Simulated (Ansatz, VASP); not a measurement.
# One calculation of Cu, two programs

```
Cu
1.0
     0.00000    1.80750    1.77135
     1.80750    0.00000    1.77135
     1.80750    1.80750    0.00000
Cu
1
Direct
  0.00000 0.00000 0.00000
```

Change from the starting cell: zz strain of -2 %.

Alike in both runs: task single point; functional PBE; k mesh 19 × 19 × 19; occupations fermi-dirac, width 0.08 eV; no spin polarisation.

|  | VASP | Ansatz |
| --- | --- | --- |
| version | VASP 6.6.1 | Ansatz 0.2.0 |
| potentials or method | VASP PAW PBE potentials, release 64 (Cu), cutoff 520 eV | all-electron LAPW, scalar-relativistic |

|  | VASP | Ansatz | Ansatz less VASP |
| --- | --- | --- | --- |
| pressure (GPa) | 5.4 | 4.9 | -0.55 |
| traceless stress, the component that is largest in VASP (GPa) | 0.58 | 0.60 | +0.014 |

Ansatz ran all-electron here, and VASP with PAW potentials.
